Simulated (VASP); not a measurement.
# S (Pm-3m) in VASP: single point with PBEsol

Aim: the single point of S with PBEsol.

Program: VASP 6.6.1. These are calculated values, not measurements. Logs are shortened: lines on timing, memory, paths and dates and some standing lists are left out, and cuts for length are marked.

## Step 1: The cell of the first run

The structure is cubic, space group Pm-3m (No. 221). The conventional cell has a = 1.871 Å, b = 1.871 Å, c = 1.871 Å, α = 90.00°, β = 90.00°, γ = 90.00°. Within 2.5 Å of S (site symmetry m-3m) lie 6 S at 1.87 Å.

This isn't the form of S at room conditions, which is orthorhombic, of S8 rings.

## Step 2: Single point, PBEsol (6.55 Å³/atom)

POSCAR reads:

```
S
1.0
    1.8709594982      0.0000000000      0.0000000000
    0.0000000000      1.8709594982      0.0000000000
    0.0000000000      0.0000000000      1.8709594982
S
1
Direct
    0.0000000000      0.0000000000      0.0000000000
```

INCAR.step1 reads:

```
SYSTEM = S
PREC = Accurate
ENCUT = 520
EDIFF = 1E-6
ISMEAR = -1
SIGMA = 0.05
LREAL = .False.
LASPH = .True.
NELM = 80
ALGO = Normal
ISIF = 2
LWAVE = .False.
LCHARG = .True.
GGA = PS
NBANDS = 9
```

KPOINTS.step1 reads:

```
regular mesh
0
Gamma
  16 16 16
  0 0 0
```

INCAR.step2 reads:

```
SYSTEM = S
PREC = Accurate
ENCUT = 520
EDIFF = 1E-6
ISMEAR = -5
SIGMA = 0.05
LREAL = .False.
LASPH = .True.
NELM = 80
ALGO = Normal
ISIF = 2
LWAVE = .False.
LCHARG = .False.
GGA = PS
LORBIT = 11
NBANDS = 9
NEDOS = 1001
ICHARG = 11
```

KPOINTS.step2 reads:

```
regular mesh
0
Gamma
  24 24 24
  0 0 0
```

Potentials or basis: VASP PAW PBE potentials, release 64 (S).

Command:

```
$ cat potpaw_PBE.64/S/POTCAR > POTCAR
$ cp INCAR.step1 INCAR
$ cp KPOINTS.step1 KPOINTS
$ mpirun -np 1 vasp_std > vasp.out
$ cp INCAR.step2 INCAR
$ cp KPOINTS.step2 KPOINTS
$ mpirun -np 1 vasp_std > vasp.out
```

OUTCAR:

```text
SYSTEM = S
   PREC = Accurate
   ENCUT = 520
   EDIFF = 1E-6
   ISMEAR = -5
   LREAL = .False.
   LASPH = .True.
   NELM = 80
   ISIF = 2
   GGA = PS
   LORBIT = 11
   ICHARG = 11

 ion  position               nearest neighbor table
   1  0.000  0.000  0.000-

  LATTYP: Found a simple cubic cell.
 ALAT       =     1.8709594982

  Lattice vectors:

 A1 = (   1.8709594982,   0.0000000000,   0.0000000000)
 A2 = (   0.0000000000,   1.8709594982,   0.0000000000)
 A3 = (   0.0000000000,   0.0000000000,   1.8709594982)

Analysis of symmetry for initial positions (statically):
=====================================================================
 Subroutine PRICEL returns:
 Original cell was already a primitive cell.

 Routine SETGRP: Setting up the symmetry group for a
 simple cubic supercell.

 Subroutine GETGRP returns: Found 48 space group operations
 (whereof 48 operations were pure point group operations)
 out of a pool of 48 trial point group operations.

The static configuration has the point symmetry O_h .

Analysis of symmetry for dynamics (positions and initial velocities):
=====================================================================
 Subroutine PRICEL returns:
 Original cell was already a primitive cell.

 Routine SETGRP: Setting up the symmetry group for a
 simple cubic supercell.

 Subroutine GETGRP returns: Found 48 space group operations
 (whereof 48 operations were pure point group operations)
 out of a pool of 48 trial point group operations.

The dynamic configuration has the point symmetry O_h .

 Subroutine INISYM returns: Found 48 space group operations
 (whereof 48 operations are pure point group operations),
 and found     1 'primitive' translations

----------------------------------------------------------------------------------------

                                     Primitive cell

  volume of cell :       6.5493

  direct lattice vectors                    reciprocal lattice vectors
     1.870959498  0.000000000  0.000000000     0.534485114  0.000000000  0.000000000
     0.000000000  1.870959498  0.000000000     0.000000000  0.534485114  0.000000000
     0.000000000  0.000000000  1.870959498     0.000000000  0.000000000  0.534485114

  length of vectors
     1.870959498  1.870959498  1.870959498     0.534485114  0.534485114  0.534485114

  position of ions in fractional coordinates (direct lattice)
     0.000000000  0.000000000  0.000000000

  ion indices of the primitive-cell ions
   primitive index   ion index
                 1           1

----------------------------------------------------------------------------------------

 KPOINTS: regular mesh

Automatic generation of k-mesh.
 Grid dimensions read from file:
 generate k-points for:   24   24   24

 Generating k-lattice:

  Cartesian coordinates                     Fractional coordinates (reciprocal lattice)
     0.022270213  0.000000000  0.000000000     0.041666667  0.000000000  0.000000000
     0.000000000  0.022270213  0.000000000     0.000000000  0.041666667  0.000000000
     0.000000000  0.000000000  0.022270213     0.000000000  0.000000000  0.041666667

  Length of vectors
     0.022270213  0.022270213  0.022270213

  Shift w.r.t. Gamma in fractional coordinates (k-lattice)
     0.000000000  0.000000000  0.000000000

 TETIRR: Found   6890 inequivalent tetrahedra from    82944

 Subroutine IBZKPT returns following result:
 ===========================================

 Found    455 irreducible k-points:

 Following reciprocal coordinates:
            Coordinates               Weight
  0.000000  0.000000  0.000000      1.000000
  0.041667  0.000000  0.000000      6.000000
  0.083333  0.000000  0.000000      6.000000
  0.125000  0.000000  0.000000      6.000000
  0.166667  0.000000  0.000000      6.000000
  0.208333  0.000000  0.000000      6.000000
[... 16 lines left out ...]
  0.416667  0.041667  0.000000     24.000000
  0.458333  0.041667  0.000000     24.000000
 [... further k-points ...]
   k-points           NKPTS =    455   k-points in BZ     NKDIM =    455   number of bands    NBANDS=      9
   number of dos      NEDOS =   1001   number of ions     NIONS =      1
   total plane-waves  NPLWV =   2744
   dimension x,y,z NGX =    14 NGY =   14 NGZ =   14
   dimension x,y,z NGXF=    28 NGYF=   28 NGZF=   28
   ions per type =               1
   NGX,Y,Z   is equivalent  to a cutoff of  12.44, 12.44, 12.44 a.u.
   NGXF,Y,Z  is equivalent  to a cutoff of  24.88, 24.88, 24.88 a.u.
 SYSTEM =  S
   PREC   = accura    normal or accurate (medium, high low for compatibility)
   ISTART =      0    job   : 0-new  1-cont  2-samecut
   ICHARG =     11    charge: 1-file 2-atom 10-const
   ISPIN  =      1    spin polarized calculation?
   LNONCOLLINEAR =      F non collinear calculations
   LSORBIT =      F    spin-orbit coupling
   LASPH  =      T    aspherical Exc in radial PAW
   ENCUT  =  520.0 eV  38.22 Ry    6.18 a.u.   3.48  3.48  3.48*2*pi/ulx,y,z
   NELM   =     80;   NELMIN=  2; NELMDL=  0     # of ELM steps
   EDIFF  = 0.1E-05   stopping-criterion for ELM
   LREAL  =      F    real-space projection
   EDIFFG = 0.1E-04   stopping-criterion for IOM
   NSW    =      0    number of steps for IOM
   IBRION =     -1    ionic relax: 0-MD 1-quasi-New 2-CG
   NFREE  =      0    steps in history (QN), initial steepest desc. (CG)
   ISIF   =      2    stress and relaxation
   ISYM   =      2    0-nonsym 1-usesym 2-fastsym
   POTIM  = 0.5000    time-step for ionic-motion
   TEBEG  =    0.0;   TEEND  =   0.0 temperature during run
   PSTRESS=    0.0 pullay stress
   NELECT =       6.0000    total number of electrons
   NUPDOWN=      -1.0000    fix difference up-down
   EMIN   =  10.00;   EMAX   =-10.00  energy-range for DOS
   EFERMI =   0.00;   METHOD = LEGACY
   ISMEAR =    -5;   SIGMA  =   0.05  broadening in eV -4-tet -1-fermi 0-gaus
   EFERMI_NEDOS =   21; number of points for ismear=-14 and -15
   IALGO  =     38    algorithm
   IMIX   =      4    mixing-type and parameters
     AMIX     =   0.40;   BMIX     =  1.00
     AMIX_MAG =   1.60;   BMIX_MAG =  1.00
  volume/ion in A,a.u.               =       6.55        44.20
  Fermi-wavevector in a.u.,A,eV,Ry     =   1.589989  3.004644 34.396425  2.528066
  Thomas-Fermi vector in A             =   2.688754
   LORBIT       =     11    0 simple, 1 ext, 2 COOP (PROOUT), +10 PAW based schemes
   GGA     = PS    functional components
   LHFCALC =     F    Hartree Fock is set to
   AEXX    =    0.0000 exact exchange contribution
   IVDW    =     0    specifies the selected vdW correction
   LEPSILON=     F    determine dielectric tensor
   LRPA    =     F    only Hartree local field effects (RPA)
 non-spin polarized calculation
 Fermi weights with tetrahedron method with Bloechl corrections
  energy-cutoff  :      520.00
  volume of cell :        6.55
 maximum number of plane-waves:       186
 NGX is ok and might be reduce to    14

 number of electron       6.0000000 magnetization

 Free energy of the ion-electron system (eV)
  ---------------------------------------------------
  ext. energy  EPLUGINS =         0.00000000
  ---------------------------------------------------
  free energy    TOTEN  =         1.65812828 eV

  energy without entropy =        1.65812828  energy(sigma->0) =        1.65812828

 E-fermi :  26.1702     XC(G=0): -15.5712

 val. band max:       26.3337596844   @ k =   0.5000   0.4167   0.4167
 cond. band min:      25.9899476135   @ k =   0.5000   0.4583   0.4583
 fundamental gap:     -0.3438120709
 Fermi energy:        26.1702013413

 k-point     1 :       0.0000    0.0000    0.0000
  band No.  band energies     occupation
      1      -4.8265      2.00000
      2      29.5605      0.00000
      3      29.5605      0.00000
      4      32.2144      0.00000
      5      32.2144      0.00000
      6      32.2144      0.00000
      7      49.1307      0.00000
      8      62.5498      0.00000
      9      62.5498      0.00000

 k-point     2 :       0.0417    0.0000    0.0000
  band No.  band energies     occupation
      1      -4.7576      2.00000
      2      28.0762     -0.14857
      3      29.6165      0.00000
      4      32.2709      0.00000
      5      32.2709      0.00000
      6      33.6526      0.00000
      7      49.3178      0.00000
      8      61.9384      0.00000
      9      62.0032      0.00000

 k-point     3 :       0.0833    0.0000    0.0000
  band No.  band energies     occupation
      1      -4.5510      2.00000
      2      25.7552      1.53638
      3      29.7836      0.00000
      4      32.4400      0.00000
      5      32.4400      0.00000
      6      35.8233      0.00000
      7      49.8852      0.00000
      8      60.3975      0.00000
      9      60.4259      0.00000

 k-point     4 :       0.1250    0.0000    0.0000
  band No.  band energies     occupation
      1      -4.2074      2.00000
      2      23.3599      2.00000
      3      30.0582      0.00000
      4      32.7216      0.00000
      5      32.7216      0.00000
      6      37.9346      0.00000
      7      50.8439      0.00000
      8      58.3999      0.00000
      9      58.4000      0.00000

 k-point     5 :       0.1667    0.0000    0.0000
  band No.  band energies     occupation
      1      -3.7274      2.00000
      2      20.9863      2.00000
      3      30.4338      0.00000
      4      33.1152      0.00000
      5      33.1152      0.00000
      6      39.8631      0.00000
      7      52.1808      0.00000
      8      56.2395      0.00000
      9      56.2395      0.00000

 k-point     6 :       0.2083    0.0000    0.0000
  band No.  band energies     occupation
      1      -3.1124      2.00000
      2      18.6683      2.00000
      3      30.9002      0.00000
      4      33.6199      0.00000
      5      33.6199      0.00000
      6      41.5763      0.00000
      7      53.8149      0.00000
      8      54.0616      0.00000
      9      54.0617      0.00000
[... 169 lines left out ...]
 k-point    21 :       0.3333    0.0417    0.0000
  band No.  band energies     occupation
      1      -0.4100      2.00000
      2      12.2660      2.00000
      3      31.5983      0.00000
      4      35.8237      0.00000
      5      36.5370      0.00000
      6      45.5285      0.00000
      7      47.6737      0.00000
      8      48.0614      0.00000
      9      55.6010      0.00000

 k-point    22 :       0.3750    0.0417    0.0000
  band No.  band energies     occupation
      1       0.7188      2.00000
      2      10.3152      2.00000
      3      32.2683      0.00000
      4      36.7180      0.00000
      5      37.3528      0.00000
      6      44.8443      0.00000
      7      46.3145      0.00000
      8      47.7454      0.00000
      9      54.0396      0.00000

 k-point    23 :       0.4167    0.0417    0.0000
  band No.  band energies     occupation
      1       1.9569      2.00000
      2       8.4878      2.00000
      3      32.8595      0.00000
      4      37.6446      0.00000
      5      38.2061      0.00000
      6      43.4953      0.00000
      7      44.7749      0.00000
      8      48.5017      0.00000
      9      52.8518      0.00000

 k-point    24 :       0.4583    0.0417    0.0000
  band No.  band energies     occupation
      1       3.2552      2.00000
      2       6.8349      2.00000
      3      33.2781      0.00000
      4      38.4719      0.00000
      5      39.0290      0.00000
      6      42.2970      0.00000
      7      43.5784      0.00000
      8      49.0999      0.00000
      9      52.1328      0.00000

 [... further k-points ...]

------------------------ aborting loop because EDIFF is reached ----------------------------------------

  FORCE on cell =-STRESS in cart. coord.  units (eV):
  Direction    XX          YY          ZZ          XY          YZ          ZX
  --------------------------------------------------------------------------------------
  -------------------------------------------------------------------------------------
  Total       15.8812376     15.8812376     15.8812376     -0.0000000     -0.0000000      0.0000000
  in kB     3885.0961194   3885.0961194   3885.0961194     -0.0000000     -0.0000000      0.0000000
  external PRESSURE =    3885.0961194 kB  Pullay stress =       0.0000000 kB

 VOLUME and BASIS-vectors are now :
 -----------------------------------------------------------------------------
  energy-cutoff  :      520.00
  volume of cell :        6.55
      direct lattice vectors                 reciprocal lattice vectors
     1.870959498  0.000000000  0.000000000     0.534485114  0.000000000  0.000000000
     0.000000000  1.870959498  0.000000000     0.000000000  0.534485114  0.000000000
     0.000000000  0.000000000  1.870959498     0.000000000  0.000000000  0.534485114

 POSITION                                       TOTAL-FORCE (eV/Angst)
 -----------------------------------------------------------------------------------
      0.00000      0.00000      0.00000         0.000000      0.000000      0.000000
 -----------------------------------------------------------------------------------
    total drift:                                0.000000      0.000000      0.000000

  FREE ENERGIE OF THE ION-ELECTRON SYSTEM (eV)
  ---------------------------------------------------
  free  energy   TOTEN  =         1.6581282781 eV

  energy  without entropy=        1.6581282781  energy(sigma->0) =        1.65812828

 total charge

# of ion       s       p       d       tot
------------------------------------------
    1        1.339   2.700   0.000   4.039
```

Run time: 19 s. Hardware: 1 thread of Intel Xeon 8259CL, shared host; peak memory 0.14 GiB.

Results:

* Valence electrons inside the program's atomic spheres: S 4.04

Levels at points of the mesh, in eV from the Fermi level:
```
           k point  band 1  band 2  band 3  band 4  band 5  band 6  band 7  band 8
(0.00, 0.00, 0.00)  -31.00    3.39    3.39    6.04    6.04    6.04   22.96   36.38
(0.50, 0.00, 0.00)  -22.09  -20.41    8.03   12.63   12.63   16.85   16.85   22.54
(0.50, 0.50, 0.00)  -13.59  -13.59  -11.94   -6.89   19.24   21.66   21.66   27.44
(0.50, 0.50, 0.50)   -7.15   -7.15   -7.15   -0.41   -0.41   -0.41    4.22    9.81
```

Caveat: the PAW data sets were made with another functional, which shifts forces and pressure a little; tetrahedron occupations give inexact forces and stress in metals.
